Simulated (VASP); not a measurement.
# Mo12N: single point with PBE

The system is Mo12N, a slab with vacuum.

```
CELL_PARAMETERS angstrom
5.47404 0.00000 0.00000
-1.82468 5.16098 0.00000
0.00000 0.00000 19.80821
ATOMIC_POSITIONS crystal
Mo 0.25000 0.25000 0.20194
Mo 0.25000 0.75000 0.20194
Mo 0.75000 0.25000 0.20194
Mo 0.75000 0.75000 0.20194
Mo 0.00000 0.00000 0.31069
Mo 0.00000 0.50000 0.31069
Mo 0.50000 0.00000 0.31069
Mo 0.50000 0.50000 0.31069
Mo 0.25000 0.25000 0.41943
Mo 0.25000 0.75000 0.41943
Mo 0.75000 0.25000 0.41943
Mo 0.75000 0.75000 0.41943
N 0.33333 0.33333 0.50339
```

```json
{
 "Program": "VASP 6.6.1",
 "Task": "single point",
 "Functional": "PBE",
 "Potentials or basis": "VASP PAW PBE potentials, release 64 (Mo_sv, N)",
 "Cutoff": "520 eV",
 "k mesh": "5 × 5 × 1",
 "Occupations": "gaussian, width 0.1 eV",
 "Spin": "no spin polarisation"
}
```

* Largest force: 1.469 eV/Å

Forces in eV/Å, atoms in the order of the input:
```
Mo   0.027  0.038  0.124
Mo  -0.055  0.019 -0.260
Mo   0.037 -0.045 -0.260
Mo   0.127  0.180  0.446
Mo  -0.392 -0.554 -1.022
Mo  -0.084 -0.082  0.150
Mo  -0.050 -0.107  0.150
Mo   0.270  0.382 -0.940
Mo  -0.424 -0.599  1.272
Mo  -0.070 -0.279  0.293
Mo  -0.240 -0.159  0.293
Mo   0.182  0.257 -0.309
N    0.672  0.951  0.060
```

Levels at points of the mesh, in eV from the Fermi level:
```tsv
k point	band 83	band 84	band 85	band 86	band 87	band 88	band 89	band 90
(0.00, 0.00, 0.00)	0.19	0.24	0.77	0.94	1.01	1.30	1.32	1.33
```

Run time: 25 min on 1 thread of Intel(R) Xeon(R) Platinum 8488C (Sapphire Rapids), with other jobs on the host, peak memory 0.74 GiB.
